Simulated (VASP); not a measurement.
# GaP (F-43m) in VASP: further runs

Aim: see how the results for GaP move with the level of theory and the settings. Levels: PBEsol, PBE, PBE+U. Tasks: single point.

All numbers are computed with VASP 6.6.1; they aren't measurements. Logs are shortened: lines on timing, memory, paths and dates and some standing lists are left out, and cuts for length are marked.

### 1 The cell of the first run

Symmetry: F-43m, No. 216, cubic system. The conventional cell has a = 5.452 Å, b = 5.452 Å, c = 5.452 Å, α = 90.00°, β = 90.00°, γ = 90.00°. Ga (site symmetry -43m) has 4 P at 2.36 Å within 3.1 Å. P (site symmetry -43m) has 4 Ga at 2.36 Å within 3.1 Å.

### 2 Single point, PBEsol

INCAR reads:

```
SYSTEM = GaP
PREC     = Accurate       ! precision mode
ENCUT    = 500            ! plane-wave cutoff, eV
EDIFF    = 1E-6           ! SCF threshold, eV
ISMEAR   = 0              ! smearing method
SIGMA    = 0.1            ! smearing width, eV
LREAL    = .FALSE.        ! projectors in reciprocal space
LASPH    = .TRUE.         ! aspherical terms in the spheres
NELM     = 120            ! most SCF steps
ALGO     = Normal         ! electronic algorithm
ISIF     = 2              ! what is computed and relaxed
LWAVE    = .FALSE.        ! write WAVECAR
LCHARG   = .FALSE.        ! write CHGCAR
GGA      = PS             ! functional
NBANDS   = 16             ! bands
GGA_COMPAT= .FALSE.
```

KPOINTS reads:

```
regular mesh
0
G
  4 4 4
  0 0 0
```

POSCAR reads:

```
GaP
1.0
    0.0000000000      2.7258124945      2.7258124945
    2.7258124945      0.0000000000      2.7258124945
    2.7258124945      2.7258124945      0.0000000000
Ga P
1 1
Direct
    0.0000000000      0.0000000000      0.0000000000
    0.2500000000      0.2500000000      0.2500000000
```

Potentials or basis: VASP PAW PBE potentials, release 64 (Ga_d, P).

Launch:

```console
$ cat potpaw_PBE.64/Ga_d/POTCAR potpaw_PBE.64/P/POTCAR > POTCAR
$ mpirun -np 1 vasp_std > vasp.out
```

OUTCAR:

```text
SYSTEM = GaP
   PREC = Accurate
   ENCUT = 500
   EDIFF = 1E-6
   ISMEAR = 0
   LREAL = .FALSE.
   LASPH = .TRUE.
   NELM = 120
   ISIF = 2
   GGA = PS

 ion  position               nearest neighbor table
   1  0.000  0.000  0.000-   2 2.36   2 2.36   2 2.36   2 2.36
   2  0.250  0.250  0.250-   1 2.36   1 2.36   1 2.36   1 2.36

  LATTYP: Found a face centered cubic cell.
 ALAT       =     5.4516249890

  Lattice vectors:

 A1 = (   0.0000000000,   2.7258124945,   2.7258124945)
 A2 = (   2.7258124945,   0.0000000000,   2.7258124945)
 A3 = (   2.7258124945,   2.7258124945,   0.0000000000)

Analysis of symmetry for initial positions (statically):
=====================================================================
 Subroutine PRICEL returns:
 Original cell was already a primitive cell.

 Routine SETGRP: Setting up the symmetry group for a
 face centered cubic supercell.

 Subroutine GETGRP returns: Found 24 space group operations
 (whereof 24 operations were pure point group operations)
 out of a pool of 48 trial point group operations.

The static configuration has the point symmetry T_d .

Analysis of symmetry for dynamics (positions and initial velocities):
=====================================================================
 Subroutine PRICEL returns:
 Original cell was already a primitive cell.

 Routine SETGRP: Setting up the symmetry group for a
 face centered cubic supercell.

 Subroutine GETGRP returns: Found 24 space group operations
 (whereof 24 operations were pure point group operations)
 out of a pool of 48 trial point group operations.

The dynamic configuration has the point symmetry T_d .

 Subroutine INISYM returns: Found 24 space group operations
 (whereof 24 operations are pure point group operations),
 and found     1 'primitive' translations

----------------------------------------------------------------------------------------

                                     Primitive cell

  volume of cell :      40.5059

  direct lattice vectors                    reciprocal lattice vectors
     0.000000000  2.725812494  2.725812494    -0.183431546  0.183431546  0.183431546
     2.725812494  0.000000000  2.725812494     0.183431546 -0.183431546  0.183431546
     2.725812494  2.725812494  0.000000000     0.183431546  0.183431546 -0.183431546

  length of vectors
     3.854880998  3.854880998  3.854880998     0.317712757  0.317712757  0.317712757

  position of ions in fractional coordinates (direct lattice)
     0.000000000  0.000000000  0.000000000
     0.250000000  0.250000000  0.250000000

  ion indices of the primitive-cell ions
   primitive index   ion index
                 1           1
                 2           2

----------------------------------------------------------------------------------------

 KPOINTS: regular mesh

Automatic generation of k-mesh.
 Grid dimensions read from file:
 generate k-points for:    4    4    4

 Generating k-lattice:

  Cartesian coordinates                     Fractional coordinates (reciprocal lattice)
    -0.045857887  0.045857887  0.045857887     0.250000000  0.000000000  0.000000000
     0.045857887 -0.045857887  0.045857887     0.000000000  0.250000000  0.000000000
     0.045857887  0.045857887 -0.045857887     0.000000000  0.000000000  0.250000000

  Length of vectors
     0.079428189  0.079428189  0.079428189

  Shift w.r.t. Gamma in fractional coordinates (k-lattice)
     0.000000000  0.000000000  0.000000000

 Subroutine IBZKPT returns following result:
 ===========================================

 Found      8 irreducible k-points:

 Following reciprocal coordinates:
            Coordinates               Weight
  0.000000  0.000000  0.000000      1.000000
  0.250000  0.000000  0.000000      8.000000
  0.500000  0.000000  0.000000      4.000000
  0.250000  0.250000  0.000000      6.000000
  0.500000  0.250000  0.000000     24.000000
 -0.250000  0.250000  0.000000     12.000000
  0.500000  0.500000  0.000000      3.000000
 -0.250000  0.500000  0.250000      6.000000
   k-points           NKPTS =      8   k-points in BZ     NKDIM =      8   number of bands    NBANDS=     16
   number of dos      NEDOS =    301   number of ions     NIONS =      2
   total plane-waves  NPLWV =  21952
   dimension x,y,z NGX =    28 NGY =   28 NGZ =   28
   dimension x,y,z NGXF=    56 NGYF=   56 NGZF=   56
   ions per type =               1   1
   NGX,Y,Z   is equivalent  to a cutoff of  12.08, 12.08, 12.08 a.u.
   NGXF,Y,Z  is equivalent  to a cutoff of  24.15, 24.15, 24.15 a.u.
 SYSTEM =  GaP
   PREC   = accura    normal or accurate (medium, high low for compatibility)
   ISTART =      0    job   : 0-new  1-cont  2-samecut
   ICHARG =      2    charge: 1-file 2-atom 10-const
   ISPIN  =      1    spin polarized calculation?
   LNONCOLLINEAR =      F non collinear calculations
   LSORBIT =      F    spin-orbit coupling
   LASPH  =      T    aspherical Exc in radial PAW
   ENCUT  =  500.0 eV  36.75 Ry    6.06 a.u.   7.03  7.03  7.03*2*pi/ulx,y,z
   NELM   =    120;   NELMIN=  2; NELMDL= -5     # of ELM steps
   EDIFF  = 0.1E-05   stopping-criterion for ELM
   LREAL  =      F    real-space projection
   EDIFFG = 0.1E-04   stopping-criterion for IOM
   NSW    =      0    number of steps for IOM
   IBRION =     -1    ionic relax: 0-MD 1-quasi-New 2-CG
   NFREE  =      0    steps in history (QN), initial steepest desc. (CG)
   ISIF   =      2    stress and relaxation
   ISYM   =      2    0-nonsym 1-usesym 2-fastsym
   POTIM  = 0.5000    time-step for ionic-motion
   TEBEG  =    0.0;   TEEND  =   0.0 temperature during run
   PSTRESS=    0.0 pullay stress
   NELECT =      18.0000    total number of electrons
   NUPDOWN=      -1.0000    fix difference up-down
   EMIN   =  10.00;   EMAX   =-10.00  energy-range for DOS
   EFERMI =   0.00;   METHOD = LEGACY
   ISMEAR =     0;   SIGMA  =   0.10  broadening in eV -4-tet -1-fermi 0-gaus
   EFERMI_NEDOS =   21; number of points for ismear=-14 and -15
   IALGO  =     38    algorithm
   IMIX   =      4    mixing-type and parameters
     AMIX     =   0.40;   BMIX     =  1.00
     AMIX_MAG =   1.60;   BMIX_MAG =  1.00
  volume/ion in A,a.u.               =      20.25       136.67
  Fermi-wavevector in a.u.,A,eV,Ry     =   1.249280  2.360796 21.234610  1.560700
  Thomas-Fermi vector in A             =   2.383328
   LORBIT       =      0    0 simple, 1 ext, 2 COOP (PROOUT), +10 PAW based schemes
   GGA     = PS    functional components
   LHFCALC =     F    Hartree Fock is set to
   AEXX    =    0.0000 exact exchange contribution
   IVDW    =     0    specifies the selected vdW correction
   LEPSILON=     F    determine dielectric tensor
   LRPA    =     F    only Hartree local field effects (RPA)
 non-spin polarized calculation
 Gauss-broadening in eV      SIGMA  =   0.10
  energy-cutoff  :      500.00
  volume of cell :       40.51
 maximum number of plane-waves:      1056
   NGX = 13   NGY = 13   NGZ = 13

 number of electron      18.0000016 magnetization

 Free energy of the ion-electron system (eV)
  ---------------------------------------------------
  ext. energy  EPLUGINS =         0.00000000
  ---------------------------------------------------
  free energy    TOTEN  =        -9.77245169 eV

  energy without entropy =       -9.77245169  energy(sigma->0) =       -9.77245169

 E-fermi :   5.0496     XC(G=0):  -9.9993

 val. band max:        4.6109967265   @ k =   0.0000   0.0000   0.0000
 cond. band min:       6.0967049217   @ k =   0.5000   0.5000   0.0000
 fundamental gap:      1.4857081952
 Fermi energy:         5.0495572251

 k-point     1 :       0.0000    0.0000    0.0000
  band No.  band energies     occupation
      1      -9.9781      2.00000
      2      -9.9781      2.00000
      3      -9.9781      2.00000
      4      -9.8791      2.00000
      5      -9.8791      2.00000
      6      -7.9185      2.00000
      7       4.6110      2.00000
      8       4.6110      2.00000
      9       4.6110      2.00000
     10       6.3441      0.00000
     11       8.4046      0.00000
     12       8.4046      0.00000
     13       8.4046      0.00000
     14      13.1485      0.00000
     15      14.3559      0.00000
     16      14.3559      0.00000

 k-point     2 :       0.2500    0.0000    0.0000
  band No.  band energies     occupation
      1     -10.0211      2.00000
      2      -9.9634      2.00000
      3      -9.9634      2.00000
      4      -9.8779      2.00000
      5      -9.8779      2.00000
      6      -7.1368      2.00000
      7       0.6838      2.00000
      8       3.9355      2.00000
      9       3.9355      2.00000
     10       6.6622      0.00000
     11       9.2678      0.00000
     12       9.2678      0.00000
     13      10.8591      0.00000
     14      13.5022      0.00000
     15      13.5022      0.00000
     16      14.2918      0.00000

 k-point     3 :       0.5000    0.0000    0.0000
  band No.  band energies     occupation
      1     -10.0583      2.00000
      2      -9.9534      2.00000
      3      -9.9534      2.00000
      4      -9.8716      2.00000
      5      -9.8716      2.00000
      6      -5.8240      2.00000
      7      -2.1054      2.00000
      8       3.4758      2.00000
      9       3.4758      2.00000
     10       6.1722      0.00000
     11       9.2303      0.00000
     12       9.2303      0.00000
     13      12.6739      0.00000
     14      15.3392      0.00000
     15      16.2566      0.00000
     16      16.2566      0.00000

 k-point     4 :       0.2500    0.2500    0.0000
  band No.  band energies     occupation
      1     -10.0443      2.00000
      2      -9.9462      2.00000
      3      -9.9462      2.00000
      4      -9.8955      2.00000
      5      -9.8682      2.00000
      6      -6.8736      2.00000
      7       0.9004      2.00000
      8       2.8963      2.00000
      9       2.8963      2.00000
     10       6.6602      0.00000
     11       8.2158      0.00000
     12      11.2959      0.00000
     13      11.2959      0.00000
     14      12.3005      0.00000
     15      15.3147      0.00000
     16      17.0956      0.00000

 k-point     5 :       0.5000    0.2500    0.0000
  band No.  band energies     occupation
      1     -10.0694      2.00000
      2      -9.9394      2.00000
      3      -9.9313      2.00000
      4      -9.8941      2.00000
      5      -9.8664      2.00000
      6      -5.5001      2.00000
      7      -1.5843      2.00000
      8       1.3122      2.00000
      9       2.5454      2.00000
     10       6.9390      0.00000
     11       9.4529      0.00000
     12      11.0860      0.00000
     13      11.6023      0.00000
     14      15.3247      0.00000
     15      16.3514      0.00000
     16      17.7399      0.00000

 k-point     6 :      -0.2500    0.2500    0.0000
  band No.  band energies     occupation
      1     -10.0526      2.00000
      2      -9.9493      2.00000
      3      -9.9443      2.00000
      4      -9.8806      2.00000
      5      -9.8774      2.00000
      6      -6.0193      2.00000
      7      -0.8520      2.00000
      8       1.1458      2.00000
      9       3.3880      2.00000
     10       7.6753      0.00000
     11      10.2242      0.00000
     12      10.3810      0.00000
     13      10.7694      0.00000
     14      12.8314      0.00000
     15      15.5622      0.00000
     16      17.8458      0.00000

 k-point     7 :       0.5000    0.5000    0.0000
  band No.  band energies     occupation
      1     -10.0940      2.00000
      2      -9.9155      2.00000
      3      -9.9126      2.00000
      4      -9.9126      2.00000
      5      -9.8572      2.00000
      6      -4.9065      2.00000
      7      -2.2212      2.00000
      8       1.8864      2.00000
      9       1.8864      2.00000
     10       6.0967      0.00000
     11       6.3012      0.00000
     12      15.1360      0.00000
     13      15.1360      0.00000
     14      15.6892      0.00000
     15      17.0083      0.00000
     16      17.5416      0.00000

 k-point     8 :      -0.2500    0.5000    0.2500
  band No.  band energies     occupation
      1     -10.0743      2.00000
      2      -9.9399      2.00000
      3      -9.9183      2.00000
      4      -9.8946      2.00000
      5      -9.8703      2.00000
      6      -4.8099      2.00000
      7      -2.0114      2.00000
      8       0.9682      2.00000
      9       1.1162      2.00000
     10       9.1984      0.00000
     11       9.4265      0.00000
     12      10.5993      0.00000
     13      10.6297      0.00000
     14      16.1056      0.00000
     15      16.4741      0.00000
     16      18.3118      0.00000

------------------------ aborting loop because EDIFF is reached ----------------------------------------

  FORCE on cell =-STRESS in cart. coord.  units (eV):
  Direction    XX          YY          ZZ          XY          YZ          ZX
  --------------------------------------------------------------------------------------
  -------------------------------------------------------------------------------------
  Total       -0.0692366     -0.0692366     -0.0692366      0.0000000      0.0000000      0.0000000
  in kB       -2.7385993     -2.7385993     -2.7385993      0.0000000      0.0000000      0.0000000
  external PRESSURE =      -2.7385993 kB  Pullay stress =       0.0000000 kB

 VOLUME and BASIS-vectors are now :
 -----------------------------------------------------------------------------
  energy-cutoff  :      500.00
  volume of cell :       40.51
      direct lattice vectors                 reciprocal lattice vectors
     0.000000000  2.725812494  2.725812494    -0.183431546  0.183431546  0.183431546
     2.725812494  0.000000000  2.725812494     0.183431546 -0.183431546  0.183431546
     2.725812494  2.725812494  0.000000000     0.183431546  0.183431546 -0.183431546

 POSITION                                       TOTAL-FORCE (eV/Angst)
 -----------------------------------------------------------------------------------
      0.00000      0.00000      0.00000         0.000000      0.000000      0.000000
      1.36291      1.36291      1.36291        -0.000000     -0.000000     -0.000000
 -----------------------------------------------------------------------------------
    total drift:                                0.000001      0.000001      0.000001

  FREE ENERGIE OF THE ION-ELECTRON SYSTEM (eV)
  ---------------------------------------------------
  free  energy   TOTEN  =        -9.7724516858 eV

  energy  without entropy=       -9.7724516858  energy(sigma->0) =       -9.77245169
```

Run time: 9.6 s. Hardware: 1 thread of Intel Xeon 8259CL, shared host; peak memory 0.15 GiB.

What came out:

```
Free energy            : -9.7725 eV
Pressure               : -0.3 GPa
Band gap on the k mesh : 1.49 eV, indirect (least direct gap 1.73 eV)
```

Levels at points of the mesh, in eV from the valence-band top:
| k point | band 6 | band 7 | band 8 | band 9 | band 10 | band 11 | band 12 | band 13 |
| --- | --- | --- | --- | --- | --- | --- | --- | --- |
| (0.00, 0.00, 0.00) | -12.53 | 0.00 | 0.00 | 0.00 | 1.73 | 3.79 | 3.79 | 3.79 |
| (0.50, 0.00, 0.00) | -10.43 | -6.72 | -1.14 | -1.14 | 1.56 | 4.62 | 4.62 | 8.06 |
| (0.50, 0.50, 0.00) | -9.52 | -6.83 | -2.72 | -2.72 | 1.49 | 1.69 | 10.52 | 10.52 |

Caveat: the k points lie up to 0.50 Å⁻¹ apart; the PAW data sets were made with another functional, which shifts forces and pressure a little.

(Continued in part 2 of 3.)
